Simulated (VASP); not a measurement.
Set up this calculation in VASP 6.6.1, as the native input.

| Quantity | Value |
| --- | --- |
| Task | single point |
| Functional | PBE |
| Potentials or basis | VASP PAW PBE potentials, release 64 (Cs_sv, Na_pv) |
| Cutoff | 520 eV |
| k mesh | 4 × 4 × 4 |
| Occupations | gaussian, width 0.1 eV |
| Spin | no spin polarisation |
| Dipole correction | no |
| Further INCAR settings | ALGO = Fast; EDIFF = 1e-06; NBANDS = 34 |

The structure of Cs2Na lies in POSCAR:

```
Cs2Na
1.0
    0.0000000000      6.3864111085      6.3864111085
    6.3864111085      0.0000000000      6.3864111085
    6.3864111085      6.3864111085      0.0000000000
Cs Na
4 2
Direct
    0.6250000000      0.6250000000      0.6250000000
    0.1250000000      0.6250000000      0.6250000000
    0.6250000000      0.6250000000      0.1250000000
    0.6250000000      0.1250000000      0.6250000000
    0.0000000000      0.0000000000      0.0000000000
    0.2500000000      0.2500000000      0.2500000000
```

One way to write it, as run:

INCAR

```
SYSTEM = Cs2Na
  PREC = Accurate
  ENCUT = 520
  EDIFF = 1E-6
  ISMEAR = 0
  SIGMA = 0.1
  LREAL = .FALSE.
  LASPH = .TRUE.
  NELM = 60
  ALGO = Fast
  ISIF = 2
  LWAVE = .FALSE.
  LCHARG = .FALSE.
  GGA = PE
  NBANDS = 34
```

KPOINTS

```
regular mesh
0
G
  4 4 4
  0 0 0
```

Potentials or basis: VASP PAW PBE potentials, release 64 (Cs_sv, Na_pv).

Launch:

```sh
$ cat potpaw_PBE.64/Cs_sv/POTCAR potpaw_PBE.64/Na_pv/POTCAR > POTCAR
$ mpirun -np 1 vasp_std > vasp.out
```

Results of the run:

- Pressure: 0.0 GPa
- Band gap on the k mesh: zero (band 25 reaches 0.89 eV, above the bottom of band 26 at 0.01 eV)

Caveat: spin-orbit coupling is left out, which moves the levels of the heavy elements.

It took 3.2 min on 1 thread of AMD EPYC 9R45 96-Core Processor (Zen 5), with other jobs on the host, peak memory 0.71 GiB.
